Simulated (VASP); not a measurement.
# MgB2 (P6/mmm) in VASP: notebook

MgB2 is run at these levels: LDA, PBEsol; tasks: single point.

Everything below comes from runs of VASP 6.6.1. Logs are shortened: lines on timing, memory, paths and dates and some standing lists are left out, and cuts for length are marked.

## Step 1: The cell of the first run

Symmetry: P6/mmm, No. 191, hexagonal system. Conventional cell: a = 3.085 Å, b = 3.085 Å, c = 3.523 Å, α = 90.00°, β = 90.00°, γ = 120.00°. Mg (site symmetry 6/mmm) has 12 B at 2.51 Å and 6 Mg at 3.08 to 3.09 Å within 3.3 Å. Within 2.4 Å of B (site symmetry -6m2) lie 3 B at 1.78 Å.

## Step 2: Single point, LDA

The input, INCAR:

```
PREC = Accurate
ENCUT = 520
EDIFF = 1E-7
ISMEAR = -1
SIGMA = 0.05
LREAL = False
LASPH = True
NELM = 100
ALGO = Normal
ISIF = 2
LWAVE = False
LCHARG = False
NBANDS = 11
```

The input, KPOINTS:

```
regular mesh
0
Gamma
  10 10 8
```

The input, POSCAR:

```
MgB2
1.0
    3.0850000000      0.0000000000      0.0000000000
   -1.5425000000      2.6716883707      0.0000000000
    0.0000000000      0.0000000000      3.5230000000
Mg B
1 2
Direct
    0.0000000000      0.0000000000      0.0000000000
    0.6666666667      0.3333333333      0.5000000000
    0.3333333333      0.6666666667      0.5000000000
```

Potentials or basis: VASP PAW LDA potentials, release 64 (Mg, B).

Started as:

```console
cat potpaw_LDA.64/Mg/POTCAR potpaw_LDA.64/B/POTCAR > POTCAR
mpirun -np 1 vasp_std > vasp.out
```

OUTCAR:

```text
PREC = Accurate
   ENCUT = 520
   EDIFF = 1E-7
   ISMEAR = -1
   LREAL = False
   LASPH = True
   NELM = 100
   ISIF = 2

 ion  position               nearest neighbor table
   1  0.000  0.000  0.000-   2 2.51   3 2.51   2 2.51   3 2.51   2 2.51   2 2.51   3 2.51   3 2.51
                             2 2.51   2 2.51   3 2.51   3 2.51
   2  0.667  0.333  0.500-   3 1.78   3 1.78   3 1.78   1 2.51   1 2.51   1 2.51   1 2.51   1 2.51
                             1 2.51
   3  0.333  0.667  0.500-   2 1.78   2 1.78   2 1.78   1 2.51   1 2.51   1 2.51   1 2.51   1 2.51
                             1 2.51

  LATTYP: Found a hexagonal cell.
 ALAT       =     3.0850000000
 C/A-ratio  =     1.1419773096

  Lattice vectors:

 A1 = (   3.0850000000,   0.0000000000,   0.0000000000)
 A2 = (  -1.5425000000,   2.6716883707,   0.0000000000)
 A3 = (   0.0000000000,   0.0000000000,   3.5230000000)

Analysis of symmetry for initial positions (statically):
=====================================================================
 Subroutine PRICEL returns:
 Original cell was already a primitive cell.

 Routine SETGRP: Setting up the symmetry group for a
 hexagonal supercell.

 Subroutine GETGRP returns: Found 24 space group operations
 (whereof 24 operations were pure point group operations)
 out of a pool of 24 trial point group operations.

The static configuration has the point symmetry D_6h.

Analysis of symmetry for dynamics (positions and initial velocities):
=====================================================================
 Subroutine PRICEL returns:
 Original cell was already a primitive cell.

 Routine SETGRP: Setting up the symmetry group for a
 hexagonal supercell.

 Subroutine GETGRP returns: Found 24 space group operations
 (whereof 24 operations were pure point group operations)
 out of a pool of 24 trial point group operations.

The dynamic configuration has the point symmetry D_6h.

 Subroutine INISYM returns: Found 24 space group operations
 (whereof 24 operations are pure point group operations),
 and found     1 'primitive' translations

----------------------------------------------------------------------------------------

                                     Primitive cell

  volume of cell :      29.0371

  direct lattice vectors                    reciprocal lattice vectors
     3.085000000  0.000000000  0.000000000     0.324149109  0.187147575  0.000000000
    -1.542500000  2.671688371  0.000000000     0.000000000  0.374295150  0.000000000
     0.000000000  0.000000000  3.523000000     0.000000000  0.000000000  0.283848992

  length of vectors
     3.085000000  3.085000000  3.523000000     0.374295150  0.374295150  0.283848992

  position of ions in fractional coordinates (direct lattice)
     0.000000000  0.000000000  0.000000000
     0.666666667  0.333333333  0.500000000
     0.333333333  0.666666667  0.500000000

  ion indices of the primitive-cell ions
   primitive index   ion index
                 1           1
                 2           2
                 3           3

----------------------------------------------------------------------------------------

 KPOINTS: regular mesh

Automatic generation of k-mesh.
 Grid dimensions read from file:
 generate k-points for:   10   10    8

 Generating k-lattice:

  Cartesian coordinates                     Fractional coordinates (reciprocal lattice)
     0.032414911  0.018714758  0.000000000     0.100000000  0.000000000  0.000000000
     0.000000000  0.037429515  0.000000000     0.000000000  0.100000000  0.000000000
     0.000000000  0.000000000  0.035481124     0.000000000  0.000000000  0.125000000

  Length of vectors
     0.037429515  0.037429515  0.035481124

  Shift w.r.t. Gamma in fractional coordinates (k-lattice)
     0.000000000  0.000000000  0.000000000

 Subroutine IBZKPT returns following result:
 ===========================================

 Found     70 irreducible k-points:

 Following reciprocal coordinates:
            Coordinates               Weight
  0.000000  0.000000  0.000000      1.000000
  0.100000  0.000000  0.000000      6.000000
  0.200000  0.000000  0.000000      6.000000
  0.300000  0.000000  0.000000      6.000000
  0.400000  0.000000  0.000000      6.000000
  0.500000  0.000000  0.000000      3.000000
[... 16 lines left out ...]
  0.300000  0.100000  0.125000     24.000000
  0.400000  0.100000  0.125000     24.000000
 [... further k-points ...]
   k-points           NKPTS =     70   k-points in BZ     NKDIM =     70   number of bands    NBANDS=     11
   number of dos      NEDOS =    301   number of ions     NIONS =      3
   total plane-waves  NPLWV =  16128
   dimension x,y,z NGX =    24 NGY =   24 NGZ =   28
   dimension x,y,z NGXF=    48 NGYF=   48 NGZF=   56
   ions per type =               1   2
   NGX,Y,Z   is equivalent  to a cutoff of  12.93, 12.93, 13.21 a.u.
   NGXF,Y,Z  is equivalent  to a cutoff of  25.87, 25.87, 26.43 a.u.
 SYSTEM =  unknown system
   PREC   = accura    normal or accurate (medium, high low for compatibility)
   ISTART =      0    job   : 0-new  1-cont  2-samecut
   ICHARG =      2    charge: 1-file 2-atom 10-const
   ISPIN  =      1    spin polarized calculation?
   LNONCOLLINEAR =      F non collinear calculations
   LSORBIT =      F    spin-orbit coupling
   LASPH  =      T    aspherical Exc in radial PAW
   ENCUT  =  520.0 eV  38.22 Ry    6.18 a.u.   5.74  5.74  6.55*2*pi/ulx,y,z
   NELM   =    100;   NELMIN=  2; NELMDL= -5     # of ELM steps
   EDIFF  = 0.1E-06   stopping-criterion for ELM
   LREAL  =      F    real-space projection
   EDIFFG = 0.1E-05   stopping-criterion for IOM
   NSW    =      0    number of steps for IOM
   IBRION =     -1    ionic relax: 0-MD 1-quasi-New 2-CG
   NFREE  =      0    steps in history (QN), initial steepest desc. (CG)
   ISIF   =      2    stress and relaxation
   ISYM   =      2    0-nonsym 1-usesym 2-fastsym
   POTIM  = 0.5000    time-step for ionic-motion
   TEBEG  =    0.0;   TEEND  =   0.0 temperature during run
   PSTRESS=    0.0 pullay stress
   NELECT =       8.0000    total number of electrons
   NUPDOWN=      -1.0000    fix difference up-down
   EMIN   =  10.00;   EMAX   =-10.00  energy-range for DOS
   EFERMI =   0.00;   METHOD = LEGACY
   ISMEAR =    -1;   SIGMA  =   0.05  broadening in eV -4-tet -1-fermi 0-gaus
   EFERMI_NEDOS =   21; number of points for ismear=-14 and -15
   IALGO  =     38    algorithm
   IMIX   =      4    mixing-type and parameters
     AMIX     =   0.40;   BMIX     =  1.00
     AMIX_MAG =   1.60;   BMIX_MAG =  1.00
  volume/ion in A,a.u.               =       9.68        65.32
  Fermi-wavevector in a.u.,A,eV,Ry     =   1.065255  2.013040 15.439462  1.134768
  Thomas-Fermi vector in A             =   2.200801
   LORBIT       =      0    0 simple, 1 ext, 2 COOP (PROOUT), +10 PAW based schemes
   GGA     = CA    functional components
   LHFCALC =     F    Hartree Fock is set to
   AEXX    =    0.0000 exact exchange contribution
   IVDW    =     0    specifies the selected vdW correction
   LEPSILON=     F    determine dielectric tensor
   LRPA    =     F    only Hartree local field effects (RPA)
 non-spin polarized calculation
  energy-cutoff  :      520.00
  volume of cell :       29.04
 maximum number of plane-waves:       806
 NGX is ok and might be reduce to    24
   NGX = 11   NGY = 11   NGZ = 13

 number of electron       8.0000000 magnetization

 Free energy of the ion-electron system (eV)
  ---------------------------------------------------
  ext. energy  EPLUGINS =         0.00000000
  ---------------------------------------------------
  free energy    TOTEN  =       -17.24775041 eV

  energy without entropy =      -17.24143365  energy(sigma->0) =      -17.24459203

 E-fermi :   5.2601     XC(G=0): -11.0933

 val. band max:        5.2405776668   @ k =   0.1000   0.0000   0.1250
 cond. band min:       5.2722432620   @ k =   0.3000   0.2000   0.0000
 fundamental gap:      0.0316655952
 Fermi energy:         5.2600905751

 k-point     1 :       0.0000    0.0000    0.0000
  band No.  band energies     occupation
      1      -7.0670      2.00000
      2       2.2903      2.00000
      3       5.5834      0.00310
      4       5.5834      0.00310
      5       6.8570      0.00000
      6      11.4904      0.00000
      7      11.4904      0.00000
      8      13.4348      0.00000
      9      15.0360      0.00000
     10      17.7411      0.00000
     11      21.2061      0.00000

 k-point     2 :       0.1000    0.0000    0.0000
  band No.  band energies     occupation
      1      -6.8942      2.00000
      2       2.4591      2.00000
      3       4.7481      1.99993
      4       5.1916      1.59490
      5       7.0122      0.00000
      6      11.3552      0.00000
      7      12.2283      0.00000
      8      13.7794      0.00000
      9      14.4475      0.00000
     10      18.5811      0.00000
     11      20.4424      0.00000

 k-point     3 :       0.2000    0.0000    0.0000
  band No.  band energies     occupation
      1      -6.3788      2.00000
      2       2.9193      2.00000
      3       2.9599      2.00000
      4       4.4101      2.00000
      5       7.4833      0.00000
      6      10.8440      0.00000
      7      12.9313      0.00000
      8      14.0219      0.00000
      9      14.4020      0.00000
     10      19.4317      0.00000
     11      19.5983      0.00000
[... 267 lines left out ...]
 k-point    23 :       0.3000    0.1000    0.1250
  band No.  band energies     occupation
      1      -4.7410      2.00000
      2       0.0480      2.00000
      3       2.7509      2.00000
      4       3.5114      2.00000
      5       8.9017      0.00000
      6      10.0738      0.00000
      7      11.2305      0.00000
      8      14.2059      0.00000
      9      15.6666      0.00000
     10      17.0886      0.00000
     11      19.2650      0.00000

 k-point    24 :       0.4000    0.1000    0.1250
  band No.  band energies     occupation
      1      -3.4632      2.00000
      2      -1.7415      2.00000
      3       2.4229      2.00000
      4       4.5562      2.00000
      5       7.4056      0.00000
      6      10.4330      0.00000
      7      11.5076      0.00000
      8      13.3308      0.00000
      9      15.2656      0.00000
     10      18.4254      0.00000
     11      19.4479      0.00000

 [... further k-points ...]
[... 5 lines left out ...]
  --------------------------------------------------------------------------------------
  -------------------------------------------------------------------------------------
  Total       -1.4965199     -1.4965199     -1.3930404     -0.0000000     -0.0000000      0.0000000
  in kB      -82.5732684    -82.5732684    -76.8635917     -0.0000000     -0.0000000      0.0000000
  external PRESSURE =     -80.6700428 kB  Pullay stress =       0.0000000 kB

 VOLUME and BASIS-vectors are now :
 -----------------------------------------------------------------------------
  energy-cutoff  :      520.00
  volume of cell :       29.04
      direct lattice vectors                 reciprocal lattice vectors
     3.085000000  0.000000000  0.000000000     0.324149109  0.187147575  0.000000000
    -1.542500000  2.671688371  0.000000000     0.000000000  0.374295150  0.000000000
     0.000000000  0.000000000  3.523000000     0.000000000  0.000000000  0.283848992

 POSITION                                       TOTAL-FORCE (eV/Angst)
 -----------------------------------------------------------------------------------
      0.00000      0.00000      0.00000         0.000000      0.000000      0.000000
      1.54250      0.89056      1.76150        -0.000000      0.000000      0.000000
     -0.00000      1.78113      1.76150         0.000000     -0.000000      0.000000
 -----------------------------------------------------------------------------------
    total drift:                                0.000000     -0.000000     -0.000000

  FREE ENERGIE OF THE ION-ELECTRON SYSTEM (eV)
  ---------------------------------------------------
  free  energy   TOTEN  =       -17.2477504085 eV

  energy  without entropy=      -17.2414336505  energy(sigma->0) =      -17.24459203
```

It took 7.3 s on 1 thread of Intel Xeon 6975P-C (Granite Rapids), shared host; peak memory 0.14 GiB.

Results:

```
Free energy            : -17.2478 eV
Pressure               : -8.1 GPa
Band gap on the k mesh : zero (band 4 reaches 6.34 eV, above the bottom of band 5 at 3.89 eV)
```

## Step 3: Single point, PBEsol

This run uses another cell than the first one, of 8.11 Å³/atom, 0.838 times its volume.

The input, INCAR:

```
SYSTEM = MgB2
ALGO = Normal
EDIFF = 1E-7
ENCUT = 520
GGA = PS
ISIF = 2
ISMEAR = -1
LASPH = .True.
LCHARG = .False.
LREAL = .False.
LWAVE = .False.
NBANDS = 11
NELM = 80
PREC = Accurate
SIGMA = 0.05
```

The input, KPOINTS:

```
k-points
0
Gamma
  10 10 8
  0 0 0
```

The input, POSCAR:

```
MgB2
1.0
    2.9475480194      0.0000000000      0.0000000000
   -1.4737740097      2.5526514637      0.0000000000
    0.0000000000      0.0000000000      3.2346279799
Mg B
1 2
Direct
    0.0000000000      0.0000000000      0.0000000000
    0.6666666667      0.3333333333      0.5000000000
    0.3333333333      0.6666666667      0.5000000000
```

Potentials or basis: VASP PAW PBE potentials, release 64 (Mg, B).

Started as:

```console
cat potpaw_PBE.64/Mg/POTCAR potpaw_PBE.64/B/POTCAR > POTCAR
mpirun -np 1 vasp_std > vasp.out
```

OUTCAR:

```text
SYSTEM = MgB2
   EDIFF = 1E-7
   ENCUT = 520
   GGA = PS
   ISIF = 2
   ISMEAR = -1
   LASPH = .True.
   LREAL = .False.
   NELM = 80
   PREC = Accurate

 ion  position               nearest neighbor table
   1  0.000  0.000  0.000-   2 2.35   3 2.35   2 2.35   3 2.35   2 2.35   2 2.35   3 2.35   3 2.35
                             2 2.35   2 2.35   3 2.35   3 2.35
   2  0.667  0.333  0.500-   3 1.70   3 1.70   3 1.70   1 2.35   1 2.35   1 2.35   1 2.35   1 2.35
                             1 2.35
   3  0.333  0.667  0.500-   2 1.70   2 1.70   2 1.70   1 2.35   1 2.35   1 2.35   1 2.35   1 2.35
                             1 2.35

  LATTYP: Found a hexagonal cell.
 ALAT       =     2.9475480194
 C/A-ratio  =     1.0973961946

  Lattice vectors:

 A1 = (   2.9475480194,   0.0000000000,   0.0000000000)
 A2 = (  -1.4737740097,   2.5526514637,   0.0000000000)
 A3 = (   0.0000000000,   0.0000000000,   3.2346279799)

Analysis of symmetry for initial positions (statically):
=====================================================================
 Subroutine PRICEL returns:
 Original cell was already a primitive cell.

 Routine SETGRP: Setting up the symmetry group for a
 hexagonal supercell.

 Subroutine GETGRP returns: Found 24 space group operations
[... 184 lines left out ...]
      9      17.8573      0.00000
     10      20.7104      0.00000
     11      24.4660      0.00000
[... 309 lines left out ...]
 k-point    24 :       0.4000    0.1000    0.1250
  band No.  band energies     occupation
      1      -2.9884      2.00000
      2      -1.1803      2.00000
      3       3.2958      2.00000
      4       5.9806      1.99998
      5       9.1020      0.00000
      6      12.2398      0.00000
      7      14.4915      0.00000
      8      16.7371      0.00000
      9      18.3173      0.00000
     10      21.9247      0.00000
     11      22.6121      0.00000

 [... further k-points ...]

------------------------ aborting loop because EDIFF is reached ----------------------------------------

  FORCE on cell =-STRESS in cart. coord.  units (eV):
  Direction    XX          YY          ZZ          XY          YZ          ZX
  --------------------------------------------------------------------------------------
  -------------------------------------------------------------------------------------
  Total        4.6369504      4.6369504      4.5843635     -0.0000000     -0.0000000      0.0000000
  in kB      305.2574574    305.2574575    301.7955810     -0.0000000     -0.0000000      0.0000000
  external PRESSURE =     304.1034986 kB  Pullay stress =       0.0000000 kB

 VOLUME and BASIS-vectors are now :
 -----------------------------------------------------------------------------
  energy-cutoff  :      520.00
  volume of cell :       24.34
      direct lattice vectors                 reciprocal lattice vectors
     2.947548019  0.000000000  0.000000000     0.339265041  0.195874763  0.000000000
    -1.473774010  2.552651464  0.000000000     0.000000000  0.391749526  0.000000000
     0.000000000  0.000000000  3.234627980     0.000000000  0.000000000  0.309154563

 POSITION                                       TOTAL-FORCE (eV/Angst)
 -----------------------------------------------------------------------------------
      0.00000      0.00000      0.00000         0.000000      0.000000      0.000000
      1.47377      0.85088      1.61731        -0.000000      0.000000     -0.000000
     -0.00000      1.70177      1.61731        -0.000000     -0.000000      0.000000
 -----------------------------------------------------------------------------------
    total drift:                                0.000000     -0.000000      0.000000

  FREE ENERGIE OF THE ION-ELECTRON SYSTEM (eV)
  ---------------------------------------------------
  free  energy   TOTEN  =       -15.8807163007 eV

  energy  without entropy=      -15.8755601377  energy(sigma->0) =      -15.87813822
```

OSZICAR:

```text
N       E                     dE             d eps       ncg     rms          rms(c)
DAV:   1     0.555616310431E+01    0.55562E+01   -0.39942E+03  1668   0.626E+02
DAV:   2    -0.171355049196E+02   -0.22692E+02   -0.21572E+02  2012   0.118E+02
DAV:   3    -0.176723255112E+02   -0.53682E+00   -0.53309E+00  1989   0.145E+01
DAV:   4    -0.176734299541E+02   -0.11044E-02   -0.11044E-02  1806   0.739E-01
DAV:   5    -0.176734338017E+02   -0.38476E-05   -0.38472E-05  1911   0.448E-02    0.574E+00
DAV:   6    -0.161840162938E+02    0.14894E+01   -0.16430E+00  1714   0.644E+00    0.281E+00
DAV:   7    -0.158866150237E+02    0.29740E+00   -0.96898E-01  1813   0.492E+00    0.803E-01
DAV:   8    -0.158884408750E+02   -0.18259E-02   -0.73856E-02  1681   0.166E+00    0.344E-01
DAV:   9    -0.158809626540E+02    0.74782E-02   -0.13789E-02  1693   0.580E-01    0.751E-02
DAV:  10    -0.158807336611E+02    0.22899E-03   -0.15266E-03  1840   0.212E-01    0.254E-02
DAV:  11    -0.158807162898E+02    0.17371E-04   -0.89358E-05  1702   0.590E-02    0.195E-03
DAV:  12    -0.158807165054E+02   -0.21560E-06   -0.20744E-06  1790   0.840E-03    0.225E-03
DAV:  13    -0.158807163032E+02    0.20216E-06   -0.61421E-07  1741   0.411E-03    0.847E-05
DAV:  14    -0.158807163007E+02    0.24930E-08   -0.13223E-08   905   0.834E-04
   1 F= -.15880716E+02 E0= -.15878138E+02  d E =-.515616E-02
```

Wall time 40 s (1 thread of AMD EPYC 7R13, shared host); peak memory 0.12 GiB.

Results:

| Property | Result |
| --- | --- |
| Free energy | -15.8807 eV |
| Pressure | 30.4 GPa |
| Band gap on the k mesh | zero (band 4 reaches 7.99 eV, above the bottom of band 5 at 4.82 eV) |

Caveat: the PAW data sets were made with another functional, which shifts forces and pressure a little.
